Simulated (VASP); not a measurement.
# TiB6 (P6/mmm) in VASP: notebook, part 2 of 2

VASP 6.6.1.

## 3. Relaxation of cell and atoms, PBE+D3(BJ)

This run uses another cell than the first one, of 9.05 Å³/atom, 0.996 times its volume.

INCAR

```
PREC = Accurate ; ENCUT = 600
EDIFF = 1E-6 ; ISMEAR = 0
SIGMA = 0.1 ; LREAL = F
LASPH = T ; NELM = 100
ALGO = Normal ; ISIF = 3
LWAVE = F ; LCHARG = F
GGA = PE ; IVDW = 12
IBRION = 2 ; NSW = 100
EDIFFG = -0.01
```

KPOINTS

```
regular mesh
0
Gamma
  9 9 14
```

POSCAR

```
TiB6
1.0
    5.4040636626      0.0000000000      0.0000000000
   -2.7020318313      4.6800564155      0.0000000000
    0.0000000000      0.0000000000      2.5037047617
Ti B
1 6
Direct
    0.0000000000      0.0000000000      0.5000000000
    0.3474126103      0.3474126103      0.0000000000
    0.0000000000      0.6525873897      0.0000000000
    0.6525873897      0.0000000000      0.0000000000
    0.0000000000      0.3474126103      0.0000000000
    0.6525873897      0.6525873897      0.0000000000
    0.3474126103      0.0000000000      0.0000000000
```

Potentials or basis: VASP PAW PBE potentials, release 64 (Ti_sv, B).

Launch:

```bash
$ cat potpaw_PBE.64/Ti_sv/POTCAR potpaw_PBE.64/B/POTCAR > POTCAR
$ mpirun -np 1 vasp_std > vasp.out
```

OUTCAR:

```text
PREC = Accurate
   ENCUT = 600
   EDIFF = 1E-6
   ISMEAR = 0
   LREAL = F
   LASPH = T
   NELM = 100
   ISIF = 3
   GGA = PE
   IVDW = 12
   IBRION = 2
   NSW = 100
   EDIFFG = -0.01
 IVDW          = 12

 ion  position               nearest neighbor table
   1  0.000  0.000  0.500-   4 2.26   7 2.26   4 2.26   7 2.26   6 2.26   3 2.26   2 2.26   3 2.26
                             2 2.26   5 2.26   6 2.26   5 2.26
   2  0.347  0.347  0.000-   6 1.65   5 1.88   7 1.88   1 2.26   1 2.26
   3  0.000  0.653  0.000-   5 1.65   6 1.88   7 1.88   1 2.26   1 2.26
   4  0.653  0.000  0.000-   7 1.65   6 1.88   5 1.88   1 2.26   1 2.26
   5  0.000  0.347  0.000-   3 1.65   2 1.88   4 1.88   1 2.26   1 2.26
   6  0.653  0.653  0.000-   2 1.65   3 1.88   4 1.88   1 2.26   1 2.26
   7  0.347  0.000  0.000-   4 1.65   3 1.88   2 1.88   1 2.26   1 2.26

  LATTYP: Found a hexagonal cell.
 ALAT       =     5.4040636626
 C/A-ratio  =     0.4633003825

  Lattice vectors:

 A1 = (   5.4040636626,   0.0000000000,   0.0000000000)
 A2 = (  -2.7020318313,   4.6800564155,   0.0000000000)
 A3 = (   0.0000000000,   0.0000000000,   2.5037047617)

Analysis of symmetry for initial positions (statically):
=====================================================================
 Subroutine PRICEL returns:
 Original cell was already a primitive cell.

 Routine SETGRP: Setting up the symmetry group for a
 hexagonal supercell.

 Subroutine GETGRP returns: Found 24 space group operations
 (whereof 24 operations were pure point group operations)
 out of a pool of 24 trial point group operations.

The static configuration has the point symmetry D_6h.

Analysis of symmetry for dynamics (positions and initial velocities):
=====================================================================
 Subroutine PRICEL returns:
 Original cell was already a primitive cell.

 Routine SETGRP: Setting up the symmetry group for a
 hexagonal supercell.

 Subroutine GETGRP returns: Found 24 space group operations
 (whereof 24 operations were pure point group operations)
 out of a pool of 24 trial point group operations.

The dynamic configuration has the point symmetry D_6h.

 Subroutine INISYM returns: Found 24 space group operations
 (whereof 24 operations are pure point group operations),
 and found     1 'primitive' translations

----------------------------------------------------------------------------------------

                                     Primitive cell

  volume of cell :      63.3220

  direct lattice vectors                    reciprocal lattice vectors
     5.404063663  0.000000000  0.000000000     0.185045933  0.106836319  0.000000000
    -2.702031831  4.680056416  0.000000000     0.000000000  0.213672638  0.000000000
     0.000000000  0.000000000  2.503704762     0.000000000  0.000000000  0.399408115

  length of vectors
     5.404063663  5.404063663  2.503704762     0.213672638  0.213672638  0.399408115

  position of ions in fractional coordinates (direct lattice)
     0.000000000  0.000000000  0.500000000
     0.347412610  0.347412610  0.000000000
     0.000000000  0.652587390  0.000000000
     0.652587390  0.000000000  0.000000000
     0.000000000  0.347412610  0.000000000
     0.652587390  0.652587390  0.000000000
     0.347412610  0.000000000  0.000000000

  ion indices of the primitive-cell ions
   primitive index   ion index
                 1           1
                 2           2
                 3           3
                 4           4
                 5           5
                 6           6
                 7           7

----------------------------------------------------------------------------------------

 KPOINTS: regular mesh

Automatic generation of k-mesh.
 Grid dimensions read from file:
 generate k-points for:    9    9   14

 Generating k-lattice:

  Cartesian coordinates                     Fractional coordinates (reciprocal lattice)
     0.020560659  0.011870702  0.000000000     0.111111111 -0.000000000  0.000000000
[... 34 lines left out ...]
 SYSTEM =  unknown system
   PREC   = accura    normal or accurate (medium, high low for compatibility)
   ISTART =      0    job   : 0-new  1-cont  2-samecut
   ICHARG =      2    charge: 1-file 2-atom 10-const
   ISPIN  =      1    spin polarized calculation?
   LNONCOLLINEAR =      F non collinear calculations
   LSORBIT =      F    spin-orbit coupling
   LASPH  =      T    aspherical Exc in radial PAW
   ENCUT  =  600.0 eV  44.10 Ry    6.64 a.u.  10.79 10.79  5.00*2*pi/ulx,y,z
   NELM   =    100;   NELMIN=  2; NELMDL= -5     # of ELM steps
   EDIFF  = 0.1E-05   stopping-criterion for ELM
   LREAL  =      F    real-space projection
   EDIFFG = -.1E-01   stopping-criterion for IOM
   NSW    =    100    number of steps for IOM
   IBRION =      2    ionic relax: 0-MD 1-quasi-New 2-CG
   NFREE  =      1    steps in history (QN), initial steepest desc. (CG)
   ISIF   =      3    stress and relaxation
   ISYM   =      2    0-nonsym 1-usesym 2-fastsym
   POTIM  = 0.5000    time-step for ionic-motion
   TEBEG  =    0.0;   TEEND  =   0.0 temperature during run
   PSTRESS=    0.0 pullay stress
   NELECT =      30.0000    total number of electrons
   NUPDOWN=      -1.0000    fix difference up-down
   EMIN   =  10.00;   EMAX   =-10.00  energy-range for DOS
   EFERMI =   0.00;   METHOD = LEGACY
   ISMEAR =     0;   SIGMA  =   0.10  broadening in eV -4-tet -1-fermi 0-gaus
   EFERMI_NEDOS =   21; number of points for ismear=-14 and -15
   IALGO  =     38    algorithm
   IMIX   =      4    mixing-type and parameters
     AMIX     =   0.40;   BMIX     =  1.00
     AMIX_MAG =   1.60;   BMIX_MAG =  1.00
  volume/ion in A,a.u.               =       9.05        61.05
  Fermi-wavevector in a.u.,A,eV,Ry     =   1.276234  2.411733 22.160810  1.628774
  Thomas-Fermi vector in A             =   2.408902
   LORBIT       =      0    0 simple, 1 ext, 2 COOP (PROOUT), +10 PAW based schemes
   GGA     = PE    functional components
   LHFCALC =     F    Hartree Fock is set to
   AEXX    =    0.0000 exact exchange contribution
   IVDW    =    12    specifies the selected vdW correction
   LEPSILON=     F    determine dielectric tensor
   LRPA    =     F    only Hartree local field effects (RPA)
 conjugate gradient relaxation of ions
 non-spin polarized calculation
 Gauss-broadening in eV      SIGMA  =   0.10
  energy-cutoff  :      600.00
  volume of cell :       63.32
 maximum number of plane-waves:      2148
 NGX is ok and might be reduce to    48
   NGX = 21   NGY = 21   NGZ = 11

--------------------------------------- Ionic step        1  -------------------------------------------

 number of electron      29.9999999 magnetization

 Free energy of the ion-electron system (eV)
  ---------------------------------------------------
  ext. energy  EPLUGINS =         0.00000000
  ---------------------------------------------------
  free energy    TOTEN  =       -45.73178702 eV

  energy without entropy =      -45.71846050  energy(sigma->0) =      -45.72512376

------------------------ aborting loop because EDIFF is reached ----------------------------------------

 Edisp (eV)   -1.75058

 E8    (eV) :    -0.6558
[... 216 lines left out ...]
--------------------------------------- Ionic step        6  -------------------------------------------

 number of electron      30.0000001 magnetization

 Free energy of the ion-electron system (eV)
  ---------------------------------------------------
  ext. energy  EPLUGINS =         0.00000000
  ---------------------------------------------------
  free energy    TOTEN  =       -45.74103847 eV

  energy without entropy =      -45.72773881  energy(sigma->0) =      -45.73438864

 E-fermi :   5.5098     XC(G=0): -11.4089

 val. band max:        5.5079431318   @ k =   0.1111   0.1111   0.2857
 cond. band min:       5.5169678593   @ k =   0.1111   0.1111   0.0714
 fundamental gap:      0.0090247274
 Fermi energy:         5.5098130048

 k-point     1 :       0.0000    0.0000    0.0000
  band No.  band energies     occupation
      1     -50.3072      2.00000
      2     -26.7265      2.00000
      3     -26.7265      2.00000
      4     -25.9631      2.00000
      5      -6.7166      2.00000
      6      -2.2291      2.00000
[... 505 lines left out ...]
      6      -4.6278      2.00000
[... 11 lines left out ...]
     18       7.4986      0.00000
     19      10.6251      0.00000

 [... further k-points ...]

------------------------ aborting loop because EDIFF is reached ----------------------------------------

 Edisp (eV)   -1.74448

 E8    (eV) :    -0.6535
[... 30 lines left out ...]
  FREE ENERGIE OF THE ION-ELECTRON SYSTEM (eV)
  ---------------------------------------------------
  free  energy   TOTEN  =       -47.4855153410 eV

  energy  without entropy=      -47.4722156814  energy(sigma->0) =      -47.47886551

 reached required accuracy - stopping structural energy minimisation
```

It took 6.4 min on 1 thread of Intel Xeon Platinum 8488C (Sapphire Rapids), shared host; peak memory 0.31 GiB.

Results:

| Property | Result |
| --- | --- |
| Free energy | -47.4855 eV |
| Relaxed volume | 9.08 Å³/atom |
| Relaxed cell | a = 5.392 Å, b = 5.392 Å, c = 2.524 Å, α = 90.00°, β = 90.00°, γ = 120.00° |
| Space group after relaxing (to 0.05 Å) | P6/mmm (No. 191) |
| Energy gained by relaxing | 0.4 meV/atom |
| Ionic steps | 6 |
| Pressure after relaxing | -0.1 GPa |
| Largest force after relaxing | 0.009 eV/Å |
| Band gap on the k mesh | zero (band 15 reaches 8.01 eV, above the bottom of band 16 at 4.42 eV) |
| Dispersion energy per atom | -0.249 eV |

Forces in eV/Å, atoms in the order of the input:
```
Ti   0.000  0.000  0.000
B   -0.005 -0.008  0.000
B   -0.005  0.008  0.000
B    0.009  0.000  0.000
B    0.005 -0.008  0.000
B    0.005  0.008  0.000
B   -0.009  0.000  0.000
```

The path:
| step | energy change (eV) | largest force (eV/Å) | pressure (GPa) | volume (Å³) |
| --- | --- | --- | --- | --- |
| 1 | 0.0000 | 0.0154 | -0.08 | 63.32 |
| 2 | -0.0024 | 0.0561 | 0.51 | 63.28 |
| 3 | -0.0024 | 0.0604 | 0.54 | 63.28 |
| 4 | -0.0030 | 0.0401 | -0.04 | 63.54 |
| 5 | -0.0031 | 0.0131 | 0.11 | 63.47 |
| 6 | -0.0031 | 0.0092 | -0.09 | 63.54 |

Final structure:
```yaml
crystal:
  lattice:
    - [5.39211, 0.00000, 0.00000]
    - [-2.69606, 4.66971, 0.00000]
    - [0.00000, 0.00000, 2.52352]
  atoms:
    - { symbol: Ti, position: [0.00000, 0.00000, 0.50000] }
    - { symbol: B, position: [0.34729, 0.34729, 0.00000] }
    - { symbol: B, position: [0.00000, 0.65271, 0.00000] }
    - { symbol: B, position: [0.65271, 0.00000, 0.00000] }
    - { symbol: B, position: [0.00000, 0.34729, 0.00000] }
    - { symbol: B, position: [0.65271, 0.65271, 0.00000] }
    - { symbol: B, position: [0.34729, 0.00000, 0.00000] }
```

Caveat: pairwise dispersion overbinds metals, which lowers pressure and volume.

## 4. Single point, PBE+D3(BJ)

This run uses another cell than the first one, of 9.16 Å³/atom, 1.009 times its volume.

INCAR

```
SYSTEM = TiB6
PREC = Accurate
ENCUT = 520
EDIFF = 1E-7
ISMEAR = 0
SIGMA = 0.1
LREAL = .FALSE.
LASPH = .TRUE.
NELM = 100
ALGO = Normal
ISIF = 2
LWAVE = .FALSE.
LCHARG = .FALSE.
GGA = PE
IVDW = 12
NBANDS = 24
```

KPOINTS

```
regular mesh
0
G
  6 6 4
  0 0 0
```

POSCAR

```
TiB6
1.0
    5.3661185852      0.0000000000      0.0000000000
   -2.6830592926      4.6471950145      0.0000000000
    0.0000000000      0.0000000000      2.5704175643
Ti B
1 6
Direct
    0.0000000000      0.0000000000      0.5000000000
    0.3462668816      0.3462668816      0.0000000000
    0.0000000000      0.6537331184      0.0000000000
    0.6537331184      0.0000000000      0.0000000000
    0.0000000000      0.3462668816      0.0000000000
    0.6537331184      0.6537331184      0.0000000000
    0.3462668816      0.0000000000      0.0000000000
```

Launch:

```bash
$ cat potpaw_PBE.64/Ti_sv/POTCAR potpaw_PBE.64/B/POTCAR > POTCAR
$ mpirun -np 1 vasp_std > vasp.out
```

Wall time 29 s (1 thread of Intel Xeon Platinum 8488C (Sapphire Rapids), shared host); peak memory 0.21 GiB.

The run converged. Its results:

```yaml
Free_energy: -47.2212 eV
Pressure: 0.0 GPa
Largest_force: 0.005 eV/Å
Band_gap_on_the_k_mesh: zero (band 15 reaches 7.54 eV, above the bottom of band 16 at 4.63 eV)
Dispersion_energy_per_atom: -0.247 eV
```

Forces in eV/Å, atoms in the order of the input:
```
Ti   0.000  0.000  0.000
B    0.003  0.004  0.000
B    0.003 -0.004  0.000
B   -0.005  0.000  0.000
B   -0.003  0.004  0.000
B   -0.003 -0.004  0.000
B    0.005  0.000  0.000
```

Stress tensor (GPa, compression positive):
```
-0.08  0.00  0.00
 0.00 -0.08  0.00
 0.00  0.00  0.10
```

Levels at points of the mesh, in eV from the Fermi level:
| k point | band 12 | band 13 | band 14 | band 15 | band 16 | band 17 | band 18 | band 19 |
| --- | --- | --- | --- | --- | --- | --- | --- | --- |
| (0.00, 0.00, 0.00) | -1.50 | -1.50 | 0.23 | 2.23 | 2.23 | 3.57 | 4.67 | 4.67 |
| (0.50, 0.00, 0.00) | -2.44 | -1.84 | -0.24 | 1.39 | 1.72 | 2.08 | 3.51 | 4.83 |
| (0.00, 0.00, 0.50) | -2.86 | -2.23 | -2.23 | -0.33 | -0.33 | 1.23 | 1.23 | 3.84 |
| (0.50, 0.00, 0.50) | -2.75 | -2.15 | -1.35 | -1.27 | -0.69 | -0.18 | -0.09 | 3.42 |

Caveat: the k points lie up to 0.61 Å⁻¹ apart; pairwise dispersion overbinds metals, which lowers pressure and volume.

## 5. Relaxation of cell and atoms, PBE+D3(BJ)

This run uses another cell than the first one, of 10.93 Å³/atom, 1.204 times its volume.

INCAR

```
SYSTEM = TiB6
PREC = Accurate ; ENCUT = 600
EDIFF = 1E-7 ; ISMEAR = 0
SIGMA = 0.1 ; LREAL = .False.
LASPH = .True. ; NELM = 100
ALGO = Normal ; ISIF = 3
LWAVE = .False. ; LCHARG = .False.
GGA = PE ; IVDW = 12
IBRION = 2 ; NSW = 90
EDIFFG = -0.04
```

KPOINTS

```
regular mesh
0
Gamma
  6 6 4
  0 0 0
```

POSCAR

```
TiB6
1.0
    4.7017319800      0.0000000000      0.0000000000
   -2.3508659900      4.0718193400      0.0000000000
    0.0000000000      0.0000000000      3.9976724600
Ti B
1 6
Direct
    0.0000000000      0.0000000000      0.5000000000
    0.3333333300      0.3333333300      0.0000000000
    0.0000000000      0.6666666700      0.0000000000
    0.6666666700      0.0000000000      0.0000000000
    0.0000000000      0.3333333300      0.0000000000
    0.6666666700      0.6666666700      0.0000000000
    0.3333333300      0.0000000000      0.0000000000
```

Launch:

```bash
$ cat potpaw_PBE.64/Ti_sv/POTCAR potpaw_PBE.64/B/POTCAR > POTCAR
$ mpirun -np 1 vasp_std > vasp.out
```

Run time: 13 min. Hardware: 1 thread of Intel Xeon Platinum 8488C (Sapphire Rapids), shared host; peak memory 0.26 GiB.

The run converged. Its results:

| Property | Result |
| --- | --- |
| Free energy | -47.2225 eV |
| Relaxed volume | 9.18 Å³/atom |
| Relaxed cell | a = 5.368 Å, b = 5.368 Å, c = 2.574 Å, α = 90.00°, β = 90.00°, γ = 120.00° |
| Space group after relaxing (to 0.05 Å) | P6/mmm (No. 191) |
| Energy gained by relaxing | 374.6 meV/atom |
| Ionic steps | 26 |
| Pressure after relaxing | -0.4 GPa |
| Largest force after relaxing | 0.023 eV/Å |
| Band gap on the k mesh | zero (band 15 reaches 7.51 eV, above the bottom of band 16 at 4.61 eV) |
| Dispersion energy per atom | -0.246 eV |

Forces on the atoms (eV/Å):
```
Ti   0.000  0.000  0.000
B    0.012  0.020  0.000
B    0.012 -0.020  0.000
B   -0.023  0.000  0.000
B   -0.012  0.020  0.000
B   -0.012 -0.020  0.000
B    0.023  0.000  0.000
```

Stress tensor (GPa, compression positive):
```
-0.49  0.00  0.00
 0.00 -0.49  0.00
 0.00  0.00 -0.14
```

Step by step:
```
step  energy change (eV)  largest force (eV/Å)  pressure (GPa)  volume (Å³)
   1              0.0000                0.2713           16.17        76.53
   2             -1.2215                0.3534          -16.84        88.36
   3             -1.4681                0.1574           -8.82        84.49
   4             -1.4681                0.1480           -8.36        84.30
   5             -1.9004                0.4140           -4.03        78.65
   6             -2.1704                0.6299            2.95        72.55
   7             -2.1817                0.6882            5.53        70.81
   8             -2.3148                0.1870            1.25        70.12
   9             -2.3210                0.3434            0.76        69.98
  10             -2.3206                0.7797           -0.17        69.66
  11             -2.3226                0.4524            0.50        69.89
  12             -2.3781                0.2476           -3.47        69.94
  13             -2.3864                0.4223           -4.42        69.94
  14             -2.3999                0.7021           -6.42        69.89
  15             -2.3983                0.6202           -5.71        69.91
  16             -2.4187                0.6487           -6.18        69.65
  17             -2.4379                0.6713           -6.82        69.26
  18             -2.4694                0.6230           -8.11        68.43
  19             -2.4175                0.7573           -9.15        66.54
  20             -2.4787                0.6363           -8.49        68.11
  21             -2.5394                0.5049           -6.76        67.06
  22             -2.6163                0.1120           -1.72        64.48
  23             -2.6171                0.0510           -0.96        64.15
  24             -2.6171                0.0653           -1.13        64.22
  25             -2.6197                0.0513           -0.88        64.23
  26             -2.6221                0.0232           -0.37        64.23
```

Final structure:
```
Ti B
1.0
     5.36836    0.00000    0.00000
    -2.68418    4.64913    0.00000
     0.00000    0.00000    2.57354
Ti B
1 6
Cartesian
  0.0000 0.0000 1.2868
  0.9292 1.6094 0.0000
  -1.7550 3.0398 0.0000
  3.5100 0.0000 0.0000
  4.4392 1.6094 0.0000
  1.7550 3.0398 0.0000
  1.8584 0.0000 0.0000
```

Levels at points of the mesh, in eV from the Fermi level:
```tsv
k point	band 11	band 12	band 13	band 14	band 15	band 16	band 17	band 18	band 19
(0.00, 0.00, 0.00)	-4.94	-1.49	-1.49	0.23	2.22	2.22	3.55	4.67	4.67
(0.50, 0.00, 0.00)	-3.16	-2.44	-1.83	-0.23	1.40	1.71	2.06	3.51	4.81
(0.00, 0.00, 0.50)	-3.09	-2.85	-2.22	-2.22	-0.32	-0.32	1.23	1.23	3.83
(0.50, 0.00, 0.50)	-3.42	-2.75	-2.14	-1.35	-1.27	-0.69	-0.18	-0.10	3.43
```

Caveat: the k points lie up to 0.61 Å⁻¹ apart in the final cell; the volume moved by over 15 % at a fixed basis, so the end points are rough; pairwise dispersion overbinds metals, which lowers pressure and volume.

## 6. The runs side by side

| task | cell | k mesh | cutoff (eV) | gap on the mesh (eV) | pressure (GPa) | relaxed volume (Å³/atom) | largest force (eV/Å) |
| --- | --- | --- | --- | --- | --- | --- | --- |
| single point | a = 5.392, b = 5.392, c = 2.524 Å, angles 90.0, 90.0, 120.0°, 7 atoms | 9 × 9 × 14 | 520 | none | -0.1 | - | 0.01 |
| relaxation of cell and atoms | relaxed from a = 5.404, b = 5.404, c = 2.504 Å, angles 90.0, 90.0, 120.0°, 7 atoms | 9 × 9 × 14 | 600 | none | -0.1 | 9.08 | 0.01 |
| single point | a = 5.366, b = 5.366, c = 2.570 Å, angles 90.0, 90.0, 120.0°, 7 atoms | 6 × 6 × 4 | 520 | none | 0.0 | - | 0.01 |
| relaxation of cell and atoms | relaxed from a = 4.702, b = 4.702, c = 3.998 Å, angles 90.0, 90.0, 120.0°, 7 atoms | 6 × 6 × 4 | 600 | none | -0.4 | 9.18 | 0.02 |

Alike in all rows: level PBE+D3(BJ); potentials or basis VASP PAW PBE potentials, release 64 (Ti_sv, B); no spin polarisation; smearing gaussian 0.1 eV.

Caveats: some runs use coarse meshes; pairwise dispersion overbinds metals, which lowers pressure and volume; the volume moved by over 15 % at a fixed basis, so the end points are rough (some runs).

Total energies depend on the potentials used, so only differences within one code and one set of settings carry meaning.
